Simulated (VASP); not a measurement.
# Al in VASP: a series of runs

The runs below take Al through single point, with PBE+D3(BJ).

Everything below comes from runs of VASP 6.6.1. Logs are shortened: lines on timing, memory, paths and dates and some standing lists are left out, and cuts for length are marked.

### Step 1. The cell of the first run

Symmetry: P6_3/mmc, No. 194, hexagonal system. Conventional cell: a = 2.814 Å, b = 2.814 Å, c = 9.241 Å, α = 90.00°, β = 90.00°, γ = 120.00°. Al (site symmetry -3m) has 12 Al at 2.81 to 2.82 Å within 3.7 Å. Al (site symmetry -6m2) has 12 Al at 2.81 to 2.82 Å within 3.7 Å.

### Step 2. Single point, PBE+D3(BJ)

The input, INCAR:

```
ALGO = Normal ; EDIFF = 1E-6
ENCUT = 520 ; GGA = PE
ISIF = 2 ; ISMEAR = 0
IVDW = 12 ; LASPH = T
LCHARG = F ; LREAL = F
LWAVE = F ; NBANDS = 14
NELM = 80 ; PREC = Accurate
SIGMA = 0.15
```

The input, KPOINTS:

```
k-points
0
Gamma
  18 18 4
```

The input, POSCAR:

```
Al
1.0
    2.8144222650      0.0000000000      0.0000000000
   -1.4072111325      2.4373611785      0.0000000000
    0.0000000000      0.0000000000      9.2410470710
Al
4
Direct
    0.0000000000      0.0000000000      0.0000000000
    0.3333333333      0.6666666667      0.2500000000
    0.0000000000      0.0000000000      0.5000000000
    0.6666666667      0.3333333333      0.7500000000
```

Potentials or basis: VASP PAW PBE potentials, release 64 (Al).

Command:

```bash
$ cat potpaw_PBE.64/Al/POTCAR > POTCAR
$ mpirun -np 1 vasp_std > vasp.out
```

OUTCAR:

```text
EDIFF = 1E-6
   ENCUT = 520
   GGA = PE
   ISIF = 2
   ISMEAR = 0
   IVDW = 12
   LASPH = T
   LREAL = F
   NELM = 80
   PREC = Accurate
 IVDW          = 12

 ion  position               nearest neighbor table
   1  0.000  0.000  0.000-   2 2.82   4 2.82   4 2.82   2 2.82   4 2.82   2 2.82
   2  0.333  0.667  0.250-   1 2.82   3 2.82   1 2.82   3 2.82   1 2.82   3 2.82
   3  0.000  0.000  0.500-   2 2.82   4 2.82   4 2.82   2 2.82   4 2.82   2 2.82
   4  0.667  0.333  0.750-   1 2.82   3 2.82   1 2.82   3 2.82   1 2.82   3 2.82

  LATTYP: Found a hexagonal cell.
 ALAT       =     2.8144222650
 C/A-ratio  =     3.2834614713

  Lattice vectors:

 A1 = (   2.8144222650,   0.0000000000,   0.0000000000)
 A2 = (  -1.4072111325,   2.4373611785,   0.0000000000)
 A3 = (   0.0000000000,   0.0000000000,   9.2410470710)

Analysis of symmetry for initial positions (statically):
=====================================================================
 Subroutine PRICEL returns:
 Original cell was already a primitive cell.

 Routine SETGRP: Setting up the symmetry group for a
 hexagonal supercell.

 Subroutine GETGRP returns: Found 24 space group operations
 (whereof 12 operations were pure point group operations)
 out of a pool of 24 trial point group operations.

The static configuration has the point symmetry D_3d.
 The point group associated with its full space group is D_6h.

Analysis of symmetry for dynamics (positions and initial velocities):
=====================================================================
 Subroutine PRICEL returns:
 Original cell was already a primitive cell.

 Routine SETGRP: Setting up the symmetry group for a
 hexagonal supercell.

 Subroutine GETGRP returns: Found 24 space group operations
 (whereof 12 operations were pure point group operations)
 out of a pool of 24 trial point group operations.

The dynamic configuration has the point symmetry D_3d.
 The point group associated with its full space group is D_6h.

 Subroutine INISYM returns: Found 24 space group operations
 (whereof 12 operations are pure point group operations),
 and found     1 'primitive' translations

----------------------------------------------------------------------------------------

                                     Primitive cell

  volume of cell :      63.3914

  direct lattice vectors                    reciprocal lattice vectors
     2.814422265  0.000000000  0.000000000     0.355312709  0.205139888  0.000000000
    -1.407211133  2.437361178  0.000000000     0.000000000  0.410279777  0.000000000
     0.000000000  0.000000000  9.241047071     0.000000000  0.000000000  0.108212846

  length of vectors
     2.814422265  2.814422265  9.241047071     0.410279777  0.410279777  0.108212846

  position of ions in fractional coordinates (direct lattice)
     0.000000000  0.000000000  0.000000000
     0.333333333  0.666666667  0.250000000
     0.000000000  0.000000000  0.500000000
     0.666666667  0.333333333  0.750000000

  ion indices of the primitive-cell ions
   primitive index   ion index
                 1           1
                 2           2
                 3           3
                 4           4

----------------------------------------------------------------------------------------

 KPOINTS: k-points

Automatic generation of k-mesh.
 Grid dimensions read from file:
 generate k-points for:   18   18    4

 Generating k-lattice:

  Cartesian coordinates                     Fractional coordinates (reciprocal lattice)
     0.019739595  0.011396660  0.000000000     0.055555556  0.000000000  0.000000000
     0.000000000  0.022793321  0.000000000     0.000000000  0.055555556  0.000000000
     0.000000000  0.000000000  0.027053211     0.000000000  0.000000000  0.250000000

  Length of vectors
     0.022793321  0.022793321  0.027053211

  Shift w.r.t. Gamma in fractional coordinates (k-lattice)
     0.000000000  0.000000000  0.000000000

 Subroutine IBZKPT returns following result:
 ===========================================

 Found    111 irreducible k-points:

 Following reciprocal coordinates:
            Coordinates               Weight
  0.000000  0.000000  0.000000      1.000000
  0.055556  0.000000  0.000000      6.000000
  0.111111  0.000000  0.000000      6.000000
  0.166667 -0.000000  0.000000      6.000000
  0.222222  0.000000  0.000000      6.000000
  0.277778  0.000000  0.000000      6.000000
[... 16 lines left out ...]
  0.333333  0.111111  0.000000     12.000000
  0.388889  0.111111  0.000000     12.000000
 [... further k-points ...]
   k-points           NKPTS =    111   k-points in BZ     NKDIM =    111   number of bands    NBANDS=     14
   number of dos      NEDOS =    301   number of ions     NIONS =      4
   total plane-waves  NPLWV =  40320
   dimension x,y,z NGX =    24 NGY =   24 NGZ =   70
   dimension x,y,z NGXF=    48 NGYF=   48 NGZF=  140
   ions per type =               4
   NGX,Y,Z   is equivalent  to a cutoff of  14.18, 14.18, 12.59 a.u.
   NGXF,Y,Z  is equivalent  to a cutoff of  28.35, 28.35, 25.19 a.u.
 SYSTEM =  unknown system
   PREC   = accura    normal or accurate (medium, high low for compatibility)
   ISTART =      0    job   : 0-new  1-cont  2-samecut
   ICHARG =      2    charge: 1-file 2-atom 10-const
   ISPIN  =      1    spin polarized calculation?
   LNONCOLLINEAR =      F non collinear calculations
   LSORBIT =      F    spin-orbit coupling
   LASPH  =      T    aspherical Exc in radial PAW
   ENCUT  =  520.0 eV  38.22 Ry    6.18 a.u.   5.23  5.23 17.18*2*pi/ulx,y,z
   NELM   =     80;   NELMIN=  2; NELMDL= -5     # of ELM steps
   EDIFF  = 0.1E-05   stopping-criterion for ELM
   LREAL  =      F    real-space projection
[... 7 lines left out ...]
   TEBEG  =    0.0;   TEEND  =   0.0 temperature during run
   PSTRESS=    0.0 pullay stress
   NELECT =      12.0000    total number of electrons
   NUPDOWN=      -1.0000    fix difference up-down
   EMIN   =  10.00;   EMAX   =-10.00  energy-range for DOS
   EFERMI =   0.00;   METHOD = LEGACY
   ISMEAR =     0;   SIGMA  =   0.15  broadening in eV -4-tet -1-fermi 0-gaus
   EFERMI_NEDOS =   21; number of points for ismear=-14 and -15
   IALGO  =     38    algorithm
   IMIX   =      4    mixing-type and parameters
     AMIX     =   0.40;   BMIX     =  1.00
     AMIX_MAG =   1.60;   BMIX_MAG =  1.00
  volume/ion in A,a.u.               =      15.85       106.95
  Fermi-wavevector in a.u.,A,eV,Ry     =   0.939994  1.776331 12.021957  0.883589
  Thomas-Fermi vector in A             =   2.067362
   LORBIT       =      0    0 simple, 1 ext, 2 COOP (PROOUT), +10 PAW based schemes
   GGA     = PE    functional components
   LHFCALC =     F    Hartree Fock is set to
   AEXX    =    0.0000 exact exchange contribution
   IVDW    =    12    specifies the selected vdW correction
   LEPSILON=     F    determine dielectric tensor
   LRPA    =     F    only Hartree local field effects (RPA)
 non-spin polarized calculation
 Gauss-broadening in eV      SIGMA  =   0.15
  energy-cutoff  :      520.00
  volume of cell :       63.39
 maximum number of plane-waves:      1724
 NGX is ok and might be reduce to    24
   NGX = 11   NGY = 11   NGZ = 35

 number of electron      12.0000000 magnetization

 Free energy of the ion-electron system (eV)
  ---------------------------------------------------
  ext. energy  EPLUGINS =         0.00000000
  ---------------------------------------------------
  free energy    TOTEN  =       -14.91271706 eV

  energy without entropy =      -14.89454845  energy(sigma->0) =      -14.90363275

 E-fermi :   8.3969     XC(G=0): -10.3442

 val. band max:        8.3809685828   @ k =   0.3889   0.0556   0.0000
 cond. band min:       8.4315462328   @ k =   0.2778   0.1111   0.2500
 fundamental gap:      0.0505776500
 Fermi energy:         8.3968648492

 k-point     1 :       0.0000    0.0000    0.0000
  band No.  band energies     occupation
      1      -2.9900      2.00000
      2      -1.2701      2.00000
      3      -1.2647      2.00000
      4       3.6440      2.00000
      5       3.9241      2.00000
      6      11.8439      0.00000
      7      11.8561      0.00000
      8      19.4950      0.00000
      9      19.4950      0.00000
     10      19.6334      0.00000
     11      19.6334      0.00000
     12      20.5796      0.00000
     13      20.5826      0.00000
     14      20.7314      0.00000

 k-point     2 :       0.0556    0.0000    0.0000
  band No.  band energies     occupation
      1      -2.9132      2.00000
      2      -1.1942      2.00000
      3      -1.1888      2.00000
      4       3.7151      2.00000
      5       3.9990      2.00000
      6      11.9050      0.00000
      7      11.9198      0.00000
      8      17.8226      0.00000
      9      18.4506      0.00000
     10      19.1744      0.00000
     11      19.2558      0.00000
     12      19.7584      0.00000
     13      19.8521      0.00000
     14      19.8787      0.00000

 k-point     3 :       0.1111    0.0000    0.0000
  band No.  band energies     occupation
      1      -2.6828      2.00000
      2      -0.9667      2.00000
      3      -0.9614      2.00000
      4       3.9283      2.00000
      5       4.2227      2.00000
      6      12.0779      0.00000
      7      12.1059      0.00000
      8      15.7411      0.00000
      9      17.1173      0.00000
     10      17.2102      0.00000
     11      17.4701      0.00000
     12      18.9216      0.00000
     13      18.9230      0.00000
     14      18.9706      0.00000
[... 324 lines left out ...]
 k-point    23 :       0.3333    0.1111    0.0000
  band No.  band energies     occupation
      1       0.9495      2.00000
      2       2.6163      2.00000
      3       2.6164      2.00000
      4       6.0966      2.00000
      5       7.2212      2.00000
      6       7.5635      2.00000
      7       8.0341      1.99937
      8       8.3282      1.48274
      9      11.3116      0.00000
     10      12.4062      0.00000
     11      12.8650      0.00000
     12      13.0929      0.00000
     13      13.5854      0.00000
     14      15.7365      0.00000

 k-point    24 :       0.3889    0.1111    0.0000
  band No.  band energies     occupation
      1       2.0633      2.00000
      2       3.6942      2.00000
      3       3.7025      2.00000
      4       4.6826      2.00000
      5       6.3675      2.00000
      6       6.3885      2.00000
      7       8.4611      0.54481
      8       8.9241      0.00000
      9      10.7989      0.00000
     10      11.0115      0.00000
     11      12.0913      0.00000
     12      12.8533      0.00000
     13      13.1411      0.00000
     14      16.5762      0.00000

 [... further k-points ...]

------------------------ aborting loop because EDIFF is reached ----------------------------------------

 Edisp (eV)   -1.40282

 E8    (eV) :    -0.6276

  FORCE on cell =-STRESS in cart. coord.  units (eV):
  Direction    XX          YY          ZZ          XY          YZ          ZX
  --------------------------------------------------------------------------------------
  -------------------------------------------------------------------------------------
  Total      -0.04577    -0.04577     0.09650    -0.00000     0.00000     0.00000
  in kB      -1.15687    -1.15687     2.43892    -0.00000     0.00000     0.00000
  external pressure =        0.04 kB  Pullay stress =        0.00 kB

 VOLUME and BASIS-vectors are now :
 -----------------------------------------------------------------------------
  energy-cutoff  :      520.00
  volume of cell :       63.39
      direct lattice vectors                 reciprocal lattice vectors
     2.814422265  0.000000000  0.000000000     0.355312709  0.205139888  0.000000000
    -1.407211133  2.437361178  0.000000000     0.000000000  0.410279777  0.000000000
     0.000000000  0.000000000  9.241047071     0.000000000  0.000000000  0.108212846

 POSITION                                       TOTAL-FORCE (eV/Angst)
 -----------------------------------------------------------------------------------
      0.00000      0.00000      0.00000         0.000000      0.000000     -0.000000
     -0.00000      1.62491      2.31026         0.000000     -0.000000     -0.000000
      0.00000      0.00000      4.62052         0.000000      0.000000     -0.000000
      1.40721      0.81245      6.93079        -0.000000     -0.000000      0.000000
 -----------------------------------------------------------------------------------
    total drift:                               -0.000000      0.000000      0.000000

  FREE ENERGIE OF THE ION-ELECTRON SYSTEM (eV)
  ---------------------------------------------------
  free  energy   TOTEN  =       -16.3155349403 eV

  energy  without entropy=      -16.2973663318  energy(sigma->0) =      -16.30645064
```

Run time: 2 min. Hardware: 1 thread of AMD EPYC 7R13, shared host; peak memory 0.2 GiB.

What came out:

```
Free energy                : -16.3155 eV
Pressure                   : 0.0 GPa
Band gap on the k mesh     : zero (band 6 reaches 12.36 eV, above the bottom of band 7 at 6.85 eV)
Dispersion energy per atom : -0.351 eV
```

Levels at points of the mesh, in eV from the Fermi level:
```csv
k point,band 3,band 4,band 5,band 6,band 7,band 8,band 9,band 10
"(0.00, 0.00, 0.00)",-9.66,-4.75,-4.47,3.45,3.46,11.10,11.10,11.24
"(0.50, 0.00, 0.00)",-3.99,-3.94,-3.33,-3.26,0.85,1.28,1.37,1.71
"(0.00, 0.00, 0.50)",-7.54,-7.54,-0.93,-0.93,8.40,8.40,11.43,11.43
"(0.50, 0.00, 0.50)",-4.86,-4.86,-1.87,-1.87,-1.19,-1.19,4.68,4.68
```

Caveat: pairwise dispersion overbinds metals, which lowers pressure and volume.

### Step 3. Single point, PBE+D3(BJ) (atom 2 (Al) moved by -0.140 Å along [1 2 0] and +0.000 Å along [0 0 1])

The input, INCAR:

```
PREC = Accurate ; ENCUT = 520
EDIFF = 1E-6 ; ISMEAR = 0
SIGMA = 0.15 ; LREAL = False
LASPH = True ; NELM = 100
ALGO = Fast ; ISIF = 2
LWAVE = False ; LCHARG = False
GGA = PE ; IVDW = 12
NBANDS = 14
```

The input, KPOINTS:

```
Automatic mesh
0
Gamma
  18 18 4
```

POSCAR, as its differences from that of step 2:

```diff
@@ -9,3 +9,3 @@
     0.0000000000      0.0000000000      0.0000000000
-    0.3333333333      0.6666666667      0.2500000000
+    0.3046137490      0.6092274979      0.2500000000
     0.0000000000      0.0000000000      0.5000000000
```

Potentials or basis: VASP PAW PBE potentials, release 64 (Al).

Command:

```bash
$ cat potpaw_PBE.64/Al/POTCAR > POTCAR
$ mpirun -np 1 vasp_std > vasp.out
```

It took 6.4 min on 1 thread of AMD EPYC 7R13, shared host; peak memory 0.29 GiB.

Results (log left out):

```
Free energy                : -16.3018 eV
Pressure                   : 0.1 GPa
Largest force              : 0.204 eV/Å
Band gap on the k mesh     : zero (band 6 reaches 12.37 eV, above the bottom of band 7 at 6.83 eV)
Dispersion energy per atom : -0.351 eV
```

Forces in eV/Å, atoms in the order of the input:
```
Al   0.000 -0.096 -0.023
Al   0.000  0.204  0.000
Al   0.000 -0.096  0.023
Al   0.000 -0.012  0.000
```

Stress tensor (GPa, compression positive):
```
-0.23  0.00  0.00
 0.00  0.05  0.00
 0.00  0.00  0.52
```

Levels at points of the mesh, in eV from the Fermi level:
```tsv
k point	band 4	band 5	band 6	band 7	band 8	band 9
(0.00, 0.00, 0.00)	-4.75	-4.47	3.45	3.46	11.07	11.12
(0.50, 0.00, 0.00)	-3.92	-3.36	-3.28	0.81	1.33	1.34
(0.00, 0.50, 0.00)	-3.98	-3.28	-3.23	0.88	1.21	1.43
(0.00, 0.00, 0.50)	-7.54	-0.93	-0.93	8.38	8.40	11.42
(0.50, 0.00, 0.50)	-4.85	-1.90	-1.89	-1.18	-1.17	4.65
(0.00, 0.50, 0.50)	-4.87	-1.83	-1.80	-1.24	-1.21	4.68
```

Caveat: the cell differs from its parent crystal (atom 2 (Al) moved by -0.140 Å along [1 2 0] and +0.000 Å along [0 0 1]); pairwise dispersion overbinds metals, which lowers pressure and volume.

### Step 4. Single point, PBE+D3(BJ) (atom 2 (Al) moved by +0.140 Å along [1 2 0] and +0.000 Å along [0 0 1])

The input, INCAR:

```
SYSTEM = Al
  PREC = Accurate
  ENCUT = 520
  EDIFF = 1E-7
  ISMEAR = 0
  SIGMA = 0.15
  LREAL = .FALSE.
  LASPH = .TRUE.
  NELM = 60
  ALGO = Fast
  ISIF = 2
  LWAVE = .FALSE.
  LCHARG = .FALSE.
  GGA = PE
  IVDW = 12
  NBANDS = 14
```

The input, KPOINTS:

```
Automatic mesh
0
G
  18 18 4
  0 0 0
```

POSCAR, as its differences from that of step 3:

```diff
@@ -9,3 +9,3 @@
     0.0000000000      0.0000000000      0.0000000000
-    0.3046137490      0.6092274979      0.2500000000
+    0.3620529177      0.7241058354      0.2500000000
     0.0000000000      0.0000000000      0.5000000000
```

Command:

```bash
$ cat potpaw_PBE.64/Al/POTCAR > POTCAR
$ mpirun -np 1 vasp_std > vasp.out
```

It took 90 s on 1 thread of Intel Xeon 6975P-C (Granite Rapids), shared host; peak memory 0.32 GiB.

It converged, with:

| Property | Result |
| --- | --- |
| Free energy | -16.3042 eV |
| Pressure | 0.1 GPa |
| Largest force | 0.152 eV/Å |
| Band gap on the k mesh | zero (band 6 reaches 12.38 eV, above the bottom of band 7 at 6.82 eV) |
| Dispersion energy per atom | -0.351 eV |

Forces in eV/Å, atoms in the order of the input:
```
Al   0.000  0.068 -0.019
Al   0.000 -0.152  0.000
Al   0.000  0.068  0.019
Al   0.000  0.016  0.000
```

Stress tensor (GPa, compression positive):
```
 0.05  0.00  0.00
 0.00 -0.24  0.00
 0.00  0.00  0.47
```

Levels at points of the mesh, in eV from the Fermi level:
```
           k point  band 4  band 5  band 6  band 7  band 8  band 9
(0.00, 0.00, 0.00)   -4.75   -4.47    3.45    3.46   11.07   11.12
(0.50, 0.00, 0.00)   -3.96   -3.30   -3.25    0.87    1.24    1.41
(0.00, 0.50, 0.00)   -3.90   -3.38   -3.30    0.77    1.30    1.38
(0.00, 0.00, 0.50)   -7.54   -0.93   -0.93    8.38    8.40   11.39
(0.50, 0.00, 0.50)   -4.87   -1.85   -1.84   -1.21   -1.20    4.69
(0.00, 0.50, 0.50)   -4.85   -1.92   -1.90   -1.18   -1.15    4.65
```

Caveat: the cell differs from its parent crystal (atom 2 (Al) moved by +0.140 Å along [1 2 0] and +0.000 Å along [0 0 1]); pairwise dispersion overbinds metals, which lowers pressure and volume.
